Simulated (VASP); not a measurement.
# Ir: single point with LDA

The system is Ir.

```
Ir
1.0
     0.00000    1.90609    1.90609
     1.90609    0.00000    1.90609
     1.90609    1.90609    0.00000
Ir
1
Direct
  0.00000 0.00000 0.00000
```

* Program: VASP 6.6.1
* Task: single point
* Functional: LDA
* Potentials or basis: VASP PAW LDA potentials, release 64 (Ir)
* Cutoff: 520 eV
* k mesh: 20 × 20 × 20
* Occupations: fermi-dirac, width 0.1 eV
* Spin: no spin polarisation

```json
{"Pressure": "2.4 GPa"}
```

Levels at points of the mesh, in eV from the Fermi level:
| k point | band 1 | band 2 | band 3 | band 4 | band 5 | band 6 | band 7 | band 8 | band 9 |
| --- | --- | --- | --- | --- | --- | --- | --- | --- | --- |
| (0.00, 0.00, 0.00) | -11.29 | -4.01 | -4.01 | -4.01 | -1.19 | -1.19 | 14.34 | 20.01 | 20.01 |
| (0.50, 0.00, 0.00) | -8.30 | -4.10 | -4.10 | -0.73 | 0.97 | 0.97 | 7.52 | 13.88 | 19.97 |
| (0.50, 0.50, 0.00) | -8.13 | -7.56 | 0.96 | 1.57 | 1.57 | 1.78 | 10.85 | 11.84 | 11.84 |

Run time: 48 s on 1 thread of Intel Xeon 8259CL, with other jobs on the host, peak memory 0.15 GiB.

Caveat: spin-orbit coupling is left out, which moves the levels of the heavy elements.
